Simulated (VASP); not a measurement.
# LiH (Fm-3m) in VASP: notebook

Runs on LiH. Level: LDA. Tasks: single point.

Everything below comes from runs of VASP 6.6.1. Logs are shortened: lines on timing, memory, paths and dates and some standing lists are left out, and cuts for length are marked.

## (1) The cell of the first run

The structure is cubic, space group Fm-3m (No. 225). Conventional cell: a = 3.740 Å, b = 3.740 Å, c = 3.740 Å, α = 90.00°, β = 90.00°, γ = 90.00°. Within 2.5 Å of Li (site symmetry m-3m) lie 6 H at 1.87 Å. H (site symmetry m-3m) has 6 Li at 1.87 Å within 2.5 Å.

## (2) Single point, LDA (strain -0.080 along x and y, -0.080 along z)

Input file INCAR:

```
  ALGO = Normal
  EDIFF = 1E-6
  ENCUT = 520
  GGA = CA
  ISIF = 2
  ISMEAR = 0
  LASPH = T
  LCHARG = F
  LREAL = F
  LWAVE = F
  NBANDS = 9
  NELM = 60
  PREC = Accurate
  SIGMA = 0.05
```

Input file KPOINTS:

```
k-points
0
Gamma
  10 10 10
```

Input file POSCAR:

```
LiH
1.0
    0.0000000000      1.8699000000      1.8699000000
    1.8699000000      0.0000000000      1.8699000000
    1.8699000000      1.8699000000      0.0000000000
Li H
1 1
Direct
    0.0000000000      0.0000000000      0.0000000000
    0.5000000000      0.5000000000      0.5000000000
```

Potentials or basis: VASP PAW LDA potentials, release 64 (Li_sv, H).

Command:

```sh
$ cat potpaw_LDA.64/Li_sv/POTCAR potpaw_LDA.64/H/POTCAR > POTCAR
$ mpirun -np 1 vasp_std > vasp.out
```

OUTCAR:

```text
EDIFF = 1E-6
   ENCUT = 520
   GGA = CA
   ISIF = 2
   ISMEAR = 0
   LASPH = T
   LREAL = F
   NELM = 60
   PREC = Accurate

 ion  position               nearest neighbor table
   1  0.000  0.000  0.000-
   2  0.500  0.500  0.500-

  LATTYP: Found a face centered cubic cell.
 ALAT       =     3.7398000000

  Lattice vectors:

 A1 = (   0.0000000000,   1.8699000000,   1.8699000000)
 A2 = (   1.8699000000,   0.0000000000,   1.8699000000)
 A3 = (   1.8699000000,   1.8699000000,   0.0000000000)

Analysis of symmetry for initial positions (statically):
[... 6 lines left out ...]

 Subroutine GETGRP returns: Found 48 space group operations
 (whereof 48 operations were pure point group operations)
 out of a pool of 48 trial point group operations.

The static configuration has the point symmetry O_h .

Analysis of symmetry for dynamics (positions and initial velocities):
[... 6 lines left out ...]

 Subroutine GETGRP returns: Found 48 space group operations
 (whereof 48 operations were pure point group operations)
 out of a pool of 48 trial point group operations.

The dynamic configuration has the point symmetry O_h .

 Subroutine INISYM returns: Found 48 space group operations
 (whereof 48 operations are pure point group operations),
 and found     1 'primitive' translations

----------------------------------------------------------------------------------------

                                     Primitive cell

  volume of cell :      13.0763

  direct lattice vectors                    reciprocal lattice vectors
     0.000000000  1.869900000  1.869900000    -0.267393978  0.267393978  0.267393978
     1.869900000  0.000000000  1.869900000     0.267393978 -0.267393978  0.267393978
     1.869900000  1.869900000  0.000000000     0.267393978  0.267393978 -0.267393978

  length of vectors
     2.644437940  2.644437940  2.644437940     0.463139956  0.463139956  0.463139956

  position of ions in fractional coordinates (direct lattice)
     0.000000000  0.000000000  0.000000000
     0.500000000  0.500000000  0.500000000

  ion indices of the primitive-cell ions
   primitive index   ion index
                 1           1
                 2           2

----------------------------------------------------------------------------------------

 KPOINTS: k-points

Automatic generation of k-mesh.
 Grid dimensions read from file:
 generate k-points for:   10   10   10

 Generating k-lattice:

  Cartesian coordinates                     Fractional coordinates (reciprocal lattice)
    -0.026739398  0.026739398  0.026739398     0.100000000  0.000000000  0.000000000
     0.026739398 -0.026739398  0.026739398     0.000000000  0.100000000  0.000000000
     0.026739398  0.026739398 -0.026739398     0.000000000  0.000000000  0.100000000

  Length of vectors
     0.046313996  0.046313996  0.046313996

  Shift w.r.t. Gamma in fractional coordinates (k-lattice)
     0.000000000  0.000000000  0.000000000

 Subroutine IBZKPT returns following result:
 ===========================================

 Found     47 irreducible k-points:

 Following reciprocal coordinates:
            Coordinates               Weight
  0.000000  0.000000  0.000000      1.000000
  0.100000  0.000000  0.000000      8.000000
  0.200000  0.000000  0.000000      8.000000
  0.300000  0.000000  0.000000      8.000000
  0.400000  0.000000  0.000000      8.000000
  0.500000  0.000000  0.000000      4.000000
[... 16 lines left out ...]
  0.300000  0.300000  0.000000      6.000000
  0.400000  0.300000  0.000000     24.000000
 [... further k-points ...]
   k-points           NKPTS =     47   k-points in BZ     NKDIM =     47   number of bands    NBANDS=      9
   number of dos      NEDOS =    301   number of ions     NIONS =      2
   total plane-waves  NPLWV =   8000
   dimension x,y,z NGX =    20 NGY =   20 NGZ =   20
   dimension x,y,z NGXF=    40 NGYF=   40 NGZF=   40
   ions per type =               1   1
   NGX,Y,Z   is equivalent  to a cutoff of  12.57, 12.57, 12.57 a.u.
   NGXF,Y,Z  is equivalent  to a cutoff of  25.15, 25.15, 25.15 a.u.
 SYSTEM =  unknown system
   PREC   = accura    normal or accurate (medium, high low for compatibility)
   ISTART =      0    job   : 0-new  1-cont  2-samecut
   ICHARG =      2    charge: 1-file 2-atom 10-const
   ISPIN  =      1    spin polarized calculation?
   LNONCOLLINEAR =      F non collinear calculations
   LSORBIT =      F    spin-orbit coupling
   LASPH  =      T    aspherical Exc in radial PAW
   ENCUT  =  520.0 eV  38.22 Ry    6.18 a.u.   4.92  4.92  4.92*2*pi/ulx,y,z
   NELM   =     60;   NELMIN=  2; NELMDL= -5     # of ELM steps
   EDIFF  = 0.1E-05   stopping-criterion for ELM
   LREAL  =      F    real-space projection
   EDIFFG = 0.1E-04   stopping-criterion for IOM
   NSW    =      0    number of steps for IOM
   IBRION =     -1    ionic relax: 0-MD 1-quasi-New 2-CG
   NFREE  =      0    steps in history (QN), initial steepest desc. (CG)
   ISIF   =      2    stress and relaxation
   ISYM   =      2    0-nonsym 1-usesym 2-fastsym
   POTIM  = 0.5000    time-step for ionic-motion
   TEBEG  =    0.0;   TEEND  =   0.0 temperature during run
   PSTRESS=    0.0 pullay stress
   NELECT =       4.0000    total number of electrons
   NUPDOWN=      -1.0000    fix difference up-down
   EMIN   =  10.00;   EMAX   =-10.00  energy-range for DOS
   EFERMI =   0.00;   METHOD = LEGACY
   ISMEAR =     0;   SIGMA  =   0.05  broadening in eV -4-tet -1-fermi 0-gaus
   EFERMI_NEDOS =   21; number of points for ismear=-14 and -15
   IALGO  =     38    algorithm
   IMIX   =      4    mixing-type and parameters
     AMIX     =   0.40;   BMIX     =  1.00
     AMIX_MAG =   1.60;   BMIX_MAG =  1.00
  volume/ion in A,a.u.               =       6.54        44.12
  Fermi-wavevector in a.u.,A,eV,Ry     =   1.103062  2.084484 16.554820  1.216745
  Thomas-Fermi vector in A             =   2.239514
   LORBIT       =      0    0 simple, 1 ext, 2 COOP (PROOUT), +10 PAW based schemes
   GGA     = CA    functional components
   LHFCALC =     F    Hartree Fock is set to
   AEXX    =    0.0000 exact exchange contribution
   IVDW    =     0    specifies the selected vdW correction
   LEPSILON=     F    determine dielectric tensor
   LRPA    =     F    only Hartree local field effects (RPA)
 non-spin polarized calculation
 Gauss-broadening in eV      SIGMA  =   0.05
  energy-cutoff  :      520.00
  volume of cell :       13.08
 maximum number of plane-waves:       364
   NGX =  9   NGY =  9   NGZ =  9

 number of electron       4.0000008 magnetization

 Free energy of the ion-electron system (eV)
  ---------------------------------------------------
  ext. energy  EPLUGINS =         0.00000000
  ---------------------------------------------------
  free energy    TOTEN  =        -6.46033774 eV

  energy without entropy =       -6.46033774  energy(sigma->0) =       -6.46033774

 E-fermi :   1.7523     XC(G=0):  -9.5157

 val. band max:        1.3327873659   @ k =   0.5000   0.5000   0.0000
 cond. band min:       3.7032462161   @ k =   0.5000   0.5000   0.0000
 fundamental gap:      2.3704588502
 Fermi energy:         1.7523114024

 k-point     1 :       0.0000    0.0000    0.0000
  band No.  band energies     occupation
      1     -42.0743      2.00000
      2      -5.0253      2.00000
      3      20.3552      0.00000
      4      20.9253      0.00000
      5      20.9253      0.00000
      6      20.9253      0.00000
      7      26.1898      0.00000
      8      26.1898      0.00000
      9      26.1898      0.00000

 k-point     2 :       0.1000    0.0000    0.0000
  band No.  band energies     occupation
      1     -42.0635      2.00000
      2      -4.8439      2.00000
      3      17.8563      0.00000
      4      20.4606      0.00000
      5      20.4606      0.00000
      6      20.4644      0.00000
      7      25.6138      0.00000
      8      27.1701      0.00000
      9      27.1701      0.00000

 k-point     3 :       0.2000    0.0000    0.0000
  band No.  band energies     occupation
      1     -42.0357      2.00000
      2      -4.3122      2.00000
      3      13.8397      0.00000
      4      19.1312      0.00000
      5      19.7173      0.00000
      6      19.7173      0.00000
      7      26.6633      0.00000
      8      27.0408      0.00000
      9      27.0408      0.00000

 k-point     4 :       0.3000    0.0000    0.0000
  band No.  band energies     occupation
      1     -42.0008      2.00000
      2      -3.4870      2.00000
      3      10.2120      0.00000
      4      17.8812      0.00000
      5      19.2634      0.00000
      6      19.2634      0.00000
      7      24.6840      0.00000
      8      24.6840      0.00000
      9      28.5608      0.00000

 k-point     5 :       0.4000    0.0000    0.0000
  band No.  band energies     occupation
      1     -41.9727      2.00000
      2      -2.5774      2.00000
      3       7.5535      0.00000
      4      17.0509      0.00000
      5      19.1807      0.00000
      6      19.1807      0.00000
      7      22.9703      0.00000
      8      22.9703      0.00000
      9      30.8303      0.00000

 k-point     6 :       0.5000    0.0000    0.0000
  band No.  band energies     occupation
      1     -41.9618      2.00000
      2      -2.1227      2.00000
      3       6.5087      0.00000
      4      16.7640      0.00000
      5      19.2406      0.00000
      6      19.2406      0.00000
      7      22.3038      0.00000
      8      22.3038      0.00000
      9      32.2071      0.00000
[... 169 lines left out ...]
 k-point    21 :      -0.3000    0.2000    0.0000
  band No.  band energies     occupation
      1     -41.9630      2.00000
      2      -2.0837      2.00000
      3       8.3785      0.00000
      4      11.4322      0.00000
      5      17.9291      0.00000
      6      18.9197      0.00000
      7      26.3601      0.00000
      8      29.8335      0.00000
      9      31.1283      0.00000

 k-point    22 :      -0.2000    0.2000    0.0000
  band No.  band energies     occupation
      1     -41.9894      2.00000
      2      -3.1070      2.00000
      3      11.2350      0.00000
      4      12.2171      0.00000
      5      19.1649      0.00000
      6      19.8592      0.00000
      7      25.4992      0.00000
      8      27.8019      0.00000
      9      29.6249      0.00000

 k-point    23 :       0.3000    0.3000    0.0000
  band No.  band energies     occupation
      1     -41.9782      2.00000
      2      -2.6346      2.00000
      3      10.7227      0.00000
      4      14.3794      0.00000
      5      14.3794      0.00000
      6      18.0136      0.00000
      7      21.2059      0.00000
      8      33.7262      0.00000
      9      36.1158      0.00000

 k-point    24 :       0.4000    0.3000    0.0000
  band No.  band energies     occupation
      1     -41.9566      2.00000
      2      -1.6318      2.00000
      3       8.4021      0.00000
      4      12.4096      0.00000
      5      13.8714      0.00000
      6      19.0690      0.00000
      7      21.2941      0.00000
      8      34.8229      0.00000
      9      34.9345      0.00000

 [... further k-points ...]
[... 5 lines left out ...]
  --------------------------------------------------------------------------------------
  -------------------------------------------------------------------------------------
  Total        0.5310736      0.5310736      0.5310736     -0.0000000      0.0000000     -0.0000000
  in kB       65.0699029     65.0699029     65.0699029     -0.0000000      0.0000000     -0.0000000
  external PRESSURE =      65.0699029 kB  Pullay stress =       0.0000000 kB

 VOLUME and BASIS-vectors are now :
 -----------------------------------------------------------------------------
  energy-cutoff  :      520.00
  volume of cell :       13.08
      direct lattice vectors                 reciprocal lattice vectors
     0.000000000  1.869900000  1.869900000    -0.267393978  0.267393978  0.267393978
     1.869900000  0.000000000  1.869900000     0.267393978 -0.267393978  0.267393978
     1.869900000  1.869900000  0.000000000     0.267393978  0.267393978 -0.267393978

 POSITION                                       TOTAL-FORCE (eV/Angst)
 -----------------------------------------------------------------------------------
      0.00000      0.00000      0.00000         0.000000      0.000000      0.000000
      1.86990      1.86990      1.86990        -0.000000     -0.000000     -0.000000
 -----------------------------------------------------------------------------------
    total drift:                                0.000000     -0.000000      0.000000

  FREE ENERGIE OF THE ION-ELECTRON SYSTEM (eV)
  ---------------------------------------------------
  free  energy   TOTEN  =        -6.4603377352 eV

  energy  without entropy=       -6.4603377352  energy(sigma->0) =       -6.46033774
```

Run time: 4.5 s. Hardware: 1 thread of Intel Xeon 6975P-C, shared host; peak memory 0.11 GiB.

What came out:

* Free energy: -6.4603 eV
* Band gap on the k mesh: 2.37 eV, direct

Caveat: the cell differs from its parent crystal (strain -0.080 along x and y, -0.080 along z); the cutoff is under 1.25 times the usual one of these potentials, so pressure, stress and relaxed cells hold a basis-set (Pulay) error. A k mesh can miss the band edges.

## (3) Single point, LDA (strain -0.040 along x and y, -0.040 along z)

Input file INCAR:

```
SYSTEM = LiH
PREC = Accurate
ENCUT = 520
EDIFF = 1E-6
ISMEAR = 0
SIGMA = 0.05
LREAL = .FALSE.
LASPH = .TRUE.
NELM = 100
ALGO = Normal
ISIF = 2
LWAVE = .FALSE.
LCHARG = .FALSE.
GGA = CA
NBANDS = 9
```

Input file KPOINTS:

```
Automatic mesh
0
G
  10 10 10
  0 0 0
```

Input file POSCAR:

```
LiH
1.0
    0.0000000000      1.9512000000      1.9512000000
    1.9512000000      0.0000000000      1.9512000000
    1.9512000000      1.9512000000      0.0000000000
Li H
1 1
Direct
    0.0000000000      0.0000000000      0.0000000000
    0.5000000000      0.5000000000      0.5000000000
```

Potentials or basis: VASP PAW LDA potentials, release 64 (Li_sv, H).

Command:

```sh
$ cat potpaw_LDA.64/Li_sv/POTCAR potpaw_LDA.64/H/POTCAR > POTCAR
$ mpirun -np 1 vasp_std > vasp.out
```

It took 4.8 s on 1 thread of Intel Xeon 6975P-C, shared host; peak memory 0.12 GiB.

It converged, with:

```yaml
Free_energy: -6.4963 eV
Band_gap_on_the_k_mesh: 2.52 eV, direct
```

Levels at points of the mesh, in eV from the valence-band top:
```tsv
k point	band 1	band 2	band 3	band 4	band 5	band 6
(0.00, 0.00, 0.00)	-43.42	-5.86	17.19	18.22	18.22	18.22
(0.50, 0.00, 0.00)	-43.35	-3.02	4.83	14.23	16.69	16.69
(0.50, 0.50, 0.00)	-43.33	0.00	2.52	10.77	10.77	14.15
```

Caveat: the cell differs from its parent crystal (strain -0.040 along x and y, -0.040 along z); the cutoff is under 1.25 times the usual one of these potentials, so pressure, stress and relaxed cells hold a basis-set (Pulay) error. A k mesh can miss the band edges.

## (4) Single point, LDA (strain +0.040 along x and y, +0.040 along z)

Input file INCAR:

```
SYSTEM = LiH
ALGO = Normal ; EDIFF = 1E-6
ENCUT = 520 ; GGA = CA
ISIF = 2 ; ISMEAR = 0
LASPH = .TRUE. ; LCHARG = .FALSE.
LREAL = .FALSE. ; LWAVE = .FALSE.
NBANDS = 9 ; NELM = 100
PREC = Accurate ; SIGMA = 0.05
```

Input file KPOINTS:

```
k-points
0
G
  10 10 10
  0 0 0
```

Input file POSCAR:

```
LiH
1.0
    0.0000000000      2.1138000000      2.1138000000
    2.1138000000      0.0000000000      2.1138000000
    2.1138000000      2.1138000000      0.0000000000
Li H
1 1
Direct
    0.0000000000      0.0000000000      0.0000000000
    0.5000000000      0.5000000000      0.5000000000
```

Command:

```sh
$ cat potpaw_LDA.64/Li_sv/POTCAR potpaw_LDA.64/H/POTCAR > POTCAR
$ mpirun -np 1 vasp_std > vasp.out
```

Wall time 4.9 s (1 thread of Intel Xeon 6975P-C, shared host); peak memory 0.12 GiB.

It converged, with:

| Item | Value |
| --- | --- |
| Free energy | -6.4030 eV |
| Band gap on the k mesh | 2.73 eV, direct |

Levels at points of the mesh, in eV from the valence-band top:
| k point | band 1 | band 2 | band 3 | band 4 | band 5 | band 6 |
| --- | --- | --- | --- | --- | --- | --- |
| (0.00, 0.00, 0.00) | -43.63 | -4.97 | 14.17 | 15.88 | 15.88 | 15.88 |
| (0.50, 0.00, 0.00) | -43.60 | -2.32 | 4.28 | 12.21 | 14.62 | 14.62 |
| (0.50, 0.50, 0.00) | -43.60 | 0.00 | 2.73 | 9.67 | 9.67 | 12.73 |

Caveat: the cell differs from its parent crystal (strain +0.040 along x and y, +0.040 along z); the cutoff is under 1.25 times the usual one of these potentials, so pressure, stress and relaxed cells hold a basis-set (Pulay) error.

## (5) The runs side by side

| cell | gap on the mesh (eV) |
| --- | --- |
| a = 2.644 Å, angles 60.0°, 2 atoms | 2.37 |
| a = 2.759 Å, angles 60.0°, 2 atoms | 2.52 |
| a = 2.989 Å, angles 60.0°, 2 atoms | 2.73 |

Alike in all rows: task single point; level LDA; potentials or basis VASP PAW LDA potentials, release 64 (Li_sv, H); no spin polarisation; k mesh 10 × 10 × 10; cutoff (eV) 520; smearing gaussian 0.05 eV.

Caveats: the cutoff is under 1.25 times the usual one of these potentials, so pressure, stress and relaxed cells hold a basis-set (Pulay) error.

Total energies depend on the potentials used, so only differences within one code and one set of settings carry meaning.
